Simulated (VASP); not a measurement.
# Ag in VASP: a series of runs

The runs below take Ag through single point, relaxation of cell and atoms, with RPBE.

All numbers are computed with VASP 6.6.1; they aren't measurements. Logs are shortened: lines on timing, memory, paths and dates and some standing lists are left out, and cuts for length are marked.

## Step 1: The cell of the first run

The typed cell holds 2 atoms: a = 2.962 Å, b = 2.962 Å, c = 4.906 Å, α = 90.00°, β = 90.00°, γ = 120.00°.

## Step 2: Single point, RPBE

INCAR

```
PREC = Accurate
ENCUT = 520
EDIFF = 1E-6
ISMEAR = -1
SIGMA = 0.05
LREAL = F
LASPH = T
NELM = 100
ALGO = Normal
ISIF = 2
LWAVE = F
LCHARG = F
GGA = RP
NBANDS = 18
ISYM = 0
```

KPOINTS

```
regular mesh
0
Gamma
  9 9 5
```

POSCAR

```
Ag
1.0
    2.9622651022      0.0001563670      0.0000347624
   -1.4809971333      2.5646081049      0.0000154849
    0.0000568300      0.0000620419      4.9060717931
Ag
2
Direct
    0.3255460229      0.7019473718      0.2637126988
    0.6595415271      0.3692378982      0.7637374312
```

Potentials or basis: VASP PAW PBE potentials, release 64 (Ag).

Started as:

```
$ cat potpaw_PBE.64/Ag/POTCAR > POTCAR
$ mpirun -np 1 vasp_std > vasp.out
```

OUTCAR:

```text
PREC = Accurate
   ENCUT = 520
   EDIFF = 1E-6
   ISMEAR = -1
   LREAL = F
   LASPH = T
   NELM = 100
   ISIF = 2
   GGA = RP
   ISYM = 0

 ion  position               nearest neighbor table
   1  0.326  0.702  0.264-   2 2.99   2 2.99   2 2.99   2 2.99   2 2.99   2 2.99
   2  0.660  0.369  0.764-   1 2.99   1 2.99   1 2.99   1 2.99   1 2.99   1 2.99

IMPORTANT INFORMATION: All symmetrisations will be switched off!
NOSYMM: (Re-)initialisation of all symmetry stuff for point group C_1.

----------------------------------------------------------------------------------------

                                     Primitive cell

  volume of cell :      37.2728

  direct lattice vectors                    reciprocal lattice vectors
     2.962265102  0.000156367  0.000034762     0.337569219  0.194937794 -0.000006375
    -1.480997133  2.564608105  0.000015485    -0.000020582  0.389911237 -0.000004931
     0.000056830  0.000062042  4.906071793    -0.000002392 -0.000002612  0.203829060

  length of vectors
     2.962265107  2.961514349  4.906071794     0.389812418  0.389911237  0.203829060

  position of ions in fractional coordinates (direct lattice)
     0.325546023  0.701947372  0.263712699
     0.659541527  0.369237898  0.763737431

  ion indices of the primitive-cell ions
   primitive index   ion index
                 1           1
                 2           2

----------------------------------------------------------------------------------------

 KPOINTS: regular mesh

Automatic generation of k-mesh.
 Grid dimensions read from file:
 generate k-points for:    9    9    5

 Generating k-lattice:

  Cartesian coordinates                     Fractional coordinates (reciprocal lattice)
     0.037507691  0.021659755 -0.000000708     0.111111111  0.000000000 -0.000000000
    -0.000002287  0.043323471 -0.000000548     0.000000000  0.111111111  0.000000000
    -0.000000478 -0.000000522  0.040765812     0.000000000  0.000000000  0.200000000

  Length of vectors
     0.043312491  0.043323471  0.040765812

  Shift w.r.t. Gamma in fractional coordinates (k-lattice)
     0.000000000  0.000000000  0.000000000

 Subroutine IBZKPT returns following result:
 ===========================================

 Found    203 irreducible k-points:

 Following reciprocal coordinates:
            Coordinates               Weight
  0.000000  0.000000  0.000000      1.000000
  0.111111  0.000000  0.000000      2.000000
  0.222222  0.000000  0.000000      2.000000
  0.333333  0.000000  0.000000      2.000000
  0.444444  0.000000  0.000000      2.000000
 -0.000000  0.111111  0.000000      2.000000
[... 16 lines left out ...]
 -0.111111  0.222222  0.000000      2.000000
 -0.000000  0.333333  0.000000      2.000000
 [... further k-points ...]
   k-points           NKPTS =    203   k-points in BZ     NKDIM =    203   number of bands    NBANDS=     18
   number of dos      NEDOS =    301   number of ions     NIONS =      2
   total plane-waves  NPLWV =  20736
   dimension x,y,z NGX =    24 NGY =   24 NGZ =   36
   dimension x,y,z NGXF=    48 NGYF=   48 NGZF=   72
   ions per type =               2
   NGX,Y,Z   is equivalent  to a cutoff of  13.47, 13.47, 12.20 a.u.
   NGXF,Y,Z  is equivalent  to a cutoff of  26.94, 26.95, 24.40 a.u.
 SYSTEM =  unknown system
   PREC   = accura    normal or accurate (medium, high low for compatibility)
   ISTART =      0    job   : 0-new  1-cont  2-samecut
   ICHARG =      2    charge: 1-file 2-atom 10-const
   ISPIN  =      1    spin polarized calculation?
   LNONCOLLINEAR =      F non collinear calculations
   LSORBIT =      F    spin-orbit coupling
   LASPH  =      T    aspherical Exc in radial PAW
   ENCUT  =  520.0 eV  38.22 Ry    6.18 a.u.   5.51  5.51  9.12*2*pi/ulx,y,z
   NELM   =    100;   NELMIN=  2; NELMDL= -5     # of ELM steps
   EDIFF  = 0.1E-05   stopping-criterion for ELM
   LREAL  =      F    real-space projection
   EDIFFG = 0.1E-04   stopping-criterion for IOM
   NSW    =      0    number of steps for IOM
   IBRION =     -1    ionic relax: 0-MD 1-quasi-New 2-CG
   NFREE  =      0    steps in history (QN), initial steepest desc. (CG)
   ISIF   =      2    stress and relaxation
   ISYM   =      0    0-nonsym 1-usesym 2-fastsym
   POTIM  = 0.5000    time-step for ionic-motion
   TEBEG  =    0.0;   TEEND  =   0.0 temperature during run
   PSTRESS=    0.0 pullay stress
   NELECT =      22.0000    total number of electrons
   NUPDOWN=      -1.0000    fix difference up-down
   EMIN   =  10.00;   EMAX   =-10.00  energy-range for DOS
   EFERMI =   0.00;   METHOD = LEGACY
   ISMEAR =    -1;   SIGMA  =   0.05  broadening in eV -4-tet -1-fermi 0-gaus
   EFERMI_NEDOS =   21; number of points for ismear=-14 and -15
   IALGO  =     38    algorithm
   IMIX   =      4    mixing-type and parameters
     AMIX     =   0.40;   BMIX     =  1.00
     AMIX_MAG =   1.60;   BMIX_MAG =  1.00
  volume/ion in A,a.u.               =      18.64       125.76
  Fermi-wavevector in a.u.,A,eV,Ry     =   1.373257  2.595079 25.658326  1.885834
  Thomas-Fermi vector in A             =   2.498790
   LORBIT       =      0    0 simple, 1 ext, 2 COOP (PROOUT), +10 PAW based schemes
   GGA     = RP    functional components
   LHFCALC =     F    Hartree Fock is set to
   AEXX    =    0.0000 exact exchange contribution
   IVDW    =     0    specifies the selected vdW correction
   LEPSILON=     F    determine dielectric tensor
   LRPA    =     F    only Hartree local field effects (RPA)
 non-spin polarized calculation
  energy-cutoff  :      520.00
  volume of cell :       37.27
 maximum number of plane-waves:      1023
 NGX is ok and might be reduce to    24
   NGX = 11   NGY = 11   NGZ = 19

 number of electron      22.0000000 magnetization

 Free energy of the ion-electron system (eV)
  ---------------------------------------------------
  ext. energy  EPLUGINS =         0.00000000
  ---------------------------------------------------
  free energy    TOTEN  =        -4.43241855 eV

  energy without entropy =       -4.43081450  energy(sigma->0) =       -4.43161652

 E-fermi :   7.4340     XC(G=0): -11.5458

 val. band max:        7.3094306626   @ k =   0.0000  -0.4444   0.4000
 cond. band min:       7.6143752725   @ k =   0.0000  -0.2222   0.2000
 fundamental gap:      0.3049446098
 Fermi energy:         7.4340044925

 k-point     1 :       0.0000    0.0000    0.0000
  band No.  band energies     occupation
      1       0.2969      2.00000
      2       1.5080      2.00000
      3       2.8177      2.00000
      4       2.9435      2.00000
      5       2.9465      2.00000
      6       3.1343      2.00000
[... 10 lines left out ...]
     17      24.9146      0.00000
     18      24.9293      0.00000

 k-point     2 :       0.1111    0.0000    0.0000
  band No.  band energies     occupation
      1       0.6142      2.00000
      2       1.6790      2.00000
      3       2.7096      2.00000
      4       3.0253      2.00000
      5       3.1030      2.00000
      6       3.1114      2.00000
[... 10 lines left out ...]
     17      24.6587      0.00000
     18      25.8259      0.00000

 k-point     3 :       0.2222    0.0000    0.0000
  band No.  band energies     occupation
      1       1.3991      2.00000
      2       1.9273      2.00000
      3       2.6690      2.00000
      4       2.7833      2.00000
      5       2.9636      2.00000
      6       3.2201      2.00000
[... 10 lines left out ...]
     17      23.0976      0.00000
     18      24.3789      0.00000

 k-point     4 :       0.3333    0.0000    0.0000
  band No.  band energies     occupation
      1       1.7401      2.00000
      2       1.9032      2.00000
      3       2.2263      2.00000
      4       3.0370      2.00000
      5       3.0978      2.00000
      6       3.2370      2.00000
[... 10 lines left out ...]
     17      20.0635      0.00000
     18      23.6285      0.00000

 k-point     5 :       0.4444    0.0000    0.0000
  band No.  band energies     occupation
      1       1.5835      2.00000
      2       1.8756      2.00000
      3       1.9229      2.00000
      4       2.9279      2.00000
      5       3.1524      2.00000
      6       3.2871      2.00000
[... 10 lines left out ...]
     17      17.9736      0.00000
     18      23.0017      0.00000

 k-point     6 :      -0.0000    0.1111    0.0000
  band No.  band energies     occupation
      1       0.6144      2.00000
      2       1.6790      2.00000
      3       2.7112      2.00000
      4       3.0282      2.00000
      5       3.1006      2.00000
      6       3.1102      2.00000
[... 10 lines left out ...]
     17      24.6584      0.00000
     18      25.8308      0.00000

 k-point     7 :       0.1111    0.1111    0.0000
  band No.  band energies     occupation
      1       1.1902      2.00000
      2       1.9382      2.00000
      3       2.5496      2.00000
      4       3.0036      2.00000
      5       3.0065      2.00000
      6       3.1758      2.00000
[... 10 lines left out ...]
     17      24.6991      0.00000
     18      24.8271      0.00000

 k-point     8 :       0.2222    0.1111    0.0000
  band No.  band energies     occupation
      1       1.9219      2.00000
      2       2.0334      2.00000
      3       2.4469      2.00000
      4       2.6451      2.00000
      5       2.9866      2.00000
      6       3.0301      2.00000
[... 10 lines left out ...]
     17      22.0672      0.00000
     18      23.2752      0.00000
[... 229 lines left out ...]
     17      18.1132      0.00000
     18      19.9764      0.00000

 k-point    20 :      -0.4444    0.2222   -0.0000
  band No.  band energies     occupation
      1       2.1407      2.00000
      2       2.1734      2.00000
      3       2.2718      2.00000
      4       2.7184      2.00000
      5       2.8186      2.00000
      6       3.2032      2.00000
[... 10 lines left out ...]
     17      20.6373      0.00000
     18      20.6404      0.00000

 k-point    21 :      -0.3333    0.2222   -0.0000
  band No.  band energies     occupation
      1       1.9210      2.00000
      2       2.0332      2.00000
      3       2.4472      2.00000
      4       2.6459      2.00000
      5       2.9854      2.00000
      6       3.0318      2.00000
[... 10 lines left out ...]
     17      22.0716      0.00000
     18      23.2707      0.00000

 k-point    22 :      -0.2222    0.2222   -0.0000
  band No.  band energies     occupation
      1       1.3990      2.00000
      2       1.9270      2.00000
      3       2.6701      2.00000
      4       2.7829      2.00000
      5       2.9647      2.00000
      6       3.2187      2.00000
[... 10 lines left out ...]
     17      23.0963      0.00000
     18      24.3803      0.00000

 k-point    23 :      -0.1111    0.2222    0.0000
  band No.  band energies     occupation
      1       1.1903      2.00000
      2       1.9380      2.00000
      3       2.5502      2.00000
      4       3.0035      2.00000
      5       3.0053      2.00000
      6       3.1773      2.00000
[... 10 lines left out ...]
     17      24.6986      0.00000
     18      24.8219      0.00000

 k-point    24 :      -0.0000    0.3333    0.0000
  band No.  band energies     occupation
      1       1.7401      2.00000
      2       1.9018      2.00000
      3       2.2244      2.00000
      4       3.0344      2.00000
      5       3.0993      2.00000
      6       3.2411      2.00000
[... 10 lines left out ...]
     17      20.0708      0.00000
     18      23.6201      0.00000

 [... further k-points ...]
[... 5 lines left out ...]
  --------------------------------------------------------------------------------------
  -------------------------------------------------------------------------------------
  Total       -0.0181730     -0.0156266     -0.0134985      0.0000584     -0.0001839     -0.0001729
  in kB       -0.7811697     -0.6717112     -0.5802349      0.0025115     -0.0079047     -0.0074320
  external PRESSURE =      -0.6777053 kB  Pullay stress =       0.0000000 kB

 VOLUME and BASIS-vectors are now :
 -----------------------------------------------------------------------------
  energy-cutoff  :      520.00
  volume of cell :       37.27
      direct lattice vectors                 reciprocal lattice vectors
     2.962265102  0.000156367  0.000034762     0.337569219  0.194937794 -0.000006375
    -1.480997133  2.564608105  0.000015485    -0.000020582  0.389911237 -0.000004931
     0.000056830  0.000062042  4.906071793    -0.000002392 -0.000002612  0.203829060

 POSITION                                       TOTAL-FORCE (eV/Angst)
 -----------------------------------------------------------------------------------
     -0.07521      1.80029      1.29382         0.000650      0.000869      0.000472
      1.40694      0.94710      3.74698        -0.000650     -0.000869     -0.000472
 -----------------------------------------------------------------------------------
    total drift:                               -0.000055     -0.000098      0.000006

  FREE ENERGIE OF THE ION-ELECTRON SYSTEM (eV)
  ---------------------------------------------------
  free  energy   TOTEN  =        -4.4324185531 eV

  energy  without entropy=       -4.4308144950  energy(sigma->0) =       -4.43161652
```

Wall time 99 s (1 thread of Intel Xeon 8259CL, shared host); peak memory 0.24 GiB.

Results:

```yaml
Free_energy: -4.4324 eV
Pressure: -0.1 GPa
Band_gap_on_the_k_mesh: zero (band 11 reaches 11.17 eV, above the bottom of band 12 at 4.15 eV)
```

Caveat: the PAW data sets were made with another functional, which shifts forces and pressure a little.

## Step 3: Relaxation of cell and atoms, RPBE

This run uses another cell than the first one, of 17.81 Å³/atom, 0.955 times its volume.

INCAR

```
PREC = Accurate
ENCUT = 600
EDIFF = 1E-6
ISMEAR = -1
SIGMA = 0.05
LREAL = False
LASPH = True
NELM = 100
ALGO = Normal
ISIF = 3
LWAVE = False
LCHARG = False
GGA = RP
IBRION = 2
NSW = 100
EDIFFG = -0.01
ISYM = 0
```

KPOINTS is that of step 2.

POSCAR

```
Ag
1.0
    2.9300000000      0.0000000000      0.0000000000
   -1.4650000000      2.5374544331      0.0000000000
    0.0000000000      0.0000000000      4.7900000000
Ag
2
Direct
    0.3065772933      0.6877596967      0.2704203400
    0.6785102567      0.3834255733      0.7570297900
```

Potentials or basis: VASP PAW PBE potentials, release 64 (Ag).

Started as:

```
$ cat potpaw_PBE.64/Ag/POTCAR > POTCAR
$ mpirun -np 1 vasp_std > vasp.out
```

OUTCAR:

```text
PREC = Accurate
   ENCUT = 600
   EDIFF = 1E-6
   ISMEAR = -1
   LREAL = False
   LASPH = True
   NELM = 100
   ISIF = 3
   GGA = RP
   IBRION = 2
   NSW = 100
   EDIFFG = -0.01
   ISYM = 0

 ion  position               nearest neighbor table
   1  0.307  0.688  0.270-   2 2.82   2 2.90   2 2.92   2 2.93   2 3.00   2 3.03
   2  0.679  0.383  0.757-   1 2.82   1 2.90   1 2.92   1 2.93   1 3.00   1 3.03

IMPORTANT INFORMATION: All symmetrisations will be switched off!
NOSYMM: (Re-)initialisation of all symmetry stuff for point group C_1.

----------------------------------------------------------------------------------------

                                     Primitive cell

  volume of cell :      35.6124

  direct lattice vectors                    reciprocal lattice vectors
     2.930000000  0.000000000  0.000000000     0.341296928  0.197047873  0.000000000
[... 334 lines left out ...]
  band No.  band energies     occupation
      1       0.2986      2.00000
      2       1.5098      2.00000
      3       2.8198      2.00000
      4       2.9435      2.00000
      5       2.9521      2.00000
      6       3.1368      2.00000
      7       3.1388      2.00000
      8       3.4852      2.00000
      9       3.5004      2.00000
     10       4.3056      2.00000
     11       4.3176      2.00000
     12       7.1703      1.99054
     13      10.3790      0.00000
     14      22.8766      0.00000
[... 401 lines left out ...]
      2       2.0421      2.00000
      3       2.0443      2.00000
      4       2.8927      2.00000
      5       3.2172      2.00000
      6       3.2257      2.00000
      7       3.2975      2.00000
      8       4.0963      2.00000
      9       4.3708      2.00000
     10       4.3903      2.00000
     11       5.9838      2.00000
     12      11.5993      0.00000
     13      12.8408      0.00000
     14      13.0349      0.00000
     15      16.5298      0.00000

 [... further k-points ...]
[... 5 lines left out ...]
  --------------------------------------------------------------------------------------
  -------------------------------------------------------------------------------------
  Total       -0.0138030     -0.0146383     -0.0155654      0.0017767     -0.0082833     -0.0083770
  in kB       -0.5935300     -0.6294495     -0.6693141      0.0763981     -0.3561841     -0.3602131
  external PRESSURE =      -0.6307646 kB  Pullay stress =       0.0000000 kB
[... 17 lines left out ...]
  FREE ENERGIE OF THE ION-ELECTRON SYSTEM (eV)
  ---------------------------------------------------
  free  energy   TOTEN  =        -4.4310182569 eV

  energy  without entropy=       -4.4294114681  energy(sigma->0) =       -4.43021486

 reached required accuracy - stopping structural energy minimisation
```

OSZICAR:

```text
N       E                     dE             d eps       ncg     rms          rms(c)
DAV:   1     0.131613139127E+03    0.13161E+03   -0.13001E+04  6090   0.163E+03
DAV:   2    -0.329545931459E+01   -0.13491E+03   -0.12947E+03  6272   0.312E+02
[... 117 lines left out ...]
  15 F= -.44310275E+01 E0= -.44302134E+01  d E =-.250660E-03
       N       E                     dE             d eps       ncg     rms          rms(c)
DAV:   1    -0.443113359688E+01   -0.10610E-03   -0.54636E-03  6545   0.648E-01    0.618E-02
DAV:   2    -0.443104395391E+01    0.89643E-04   -0.13958E-04  6881   0.143E-01    0.294E-02
DAV:   3    -0.443102181753E+01    0.22136E-04   -0.15398E-05  6790   0.439E-02    0.131E-02
DAV:   4    -0.443101813135E+01    0.36862E-05   -0.62515E-06  7189   0.266E-02    0.500E-03
DAV:   5    -0.443101825692E+01   -0.12556E-06   -0.37016E-07  3437   0.665E-03
  16 F= -.44310183E+01 E0= -.44302149E+01  d E =-.241430E-03
```

CONTCAR:

```text
Ag
   1.00000000000000
     2.9623097947932941   -0.0005942278702816    0.0016458407021049
    -1.4816498825333158    2.5640853484446082    0.0006314328471762
     0.0027539607387438    0.0028509684330130    4.9060154049675617
  Ag
     2
Direct
     0.3256176487380906    0.7009267111406119    0.2635803410721356
     0.6594699012619122    0.3702585588593890    0.7638697889278628

  0.00000000E+00  0.00000000E+00  0.00000000E+00
  0.00000000E+00  0.00000000E+00  0.00000000E+00
```

Wall time 16 min (1 thread of Intel Xeon 8259CL, shared host); peak memory 0.27 GiB.

What came out:

| Property | Result |
| --- | --- |
| Free energy | -4.4310 eV |
| Relaxed volume | 18.63 Å³/atom |
| Relaxed cell | a = 2.962 Å, b = 2.961 Å, c = 4.906 Å, α = 89.98°, β = 89.94°, γ = 120.03° |
| Space group after relaxing (to 0.05 Å) | P6_3/mmc (No. 194) |
| Energy gained by relaxing | 17.9 meV/atom |
| Ionic steps | 16 |
| Pressure after relaxing | -0.1 GPa |
| Largest force after relaxing | 0.007 eV/Å |
| Band gap on the k mesh | zero (band 11 reaches 11.18 eV, above the bottom of band 12 at 4.15 eV) |

Forces in eV/Å, atoms in the order of the input:
```
Ag  -0.001  0.004  0.006
Ag   0.001 -0.004 -0.006
```

The path:
```csv
step,energy change (eV),largest force (eV/Å),pressure (GPa),volume (Å³)
1,0.0000,0.3669,4.09,35.61
2,-0.0275,0.1266,-1.40,38.00
3,-0.0292,0.1630,-0.47,37.51
4,-0.0322,0.1062,-0.19,37.34
5,-0.0334,0.0515,0.21,37.15
6,-0.0340,0.0452,-0.07,37.26
7,-0.0342,0.0473,-0.21,37.33
8,-0.0342,0.0496,-0.26,37.36
9,-0.0347,0.0488,-0.03,37.25
10,-0.0348,0.0497,0.26,37.10
11,-0.0351,0.0401,0.21,37.12
12,-0.0355,0.0155,0.06,37.20
13,-0.0357,0.0101,-0.09,37.24
14,-0.0357,0.0086,-0.08,37.25
15,-0.0357,0.0057,-0.14,37.27
16,-0.0357,0.0071,-0.06,37.26
```

Final structure:
```
Ag
1.0
     2.96231   -0.00059    0.00165
    -1.48165    2.56409    0.00063
     0.00275    0.00285    4.90602
Ag
2
Direct
  0.32562 0.70093 0.26358
  0.65947 0.37026 0.76387
```

Caveat: the PAW data sets were made with another functional, which shifts forces and pressure a little. Zero-point motion and thermal expansion aren't in these numbers.
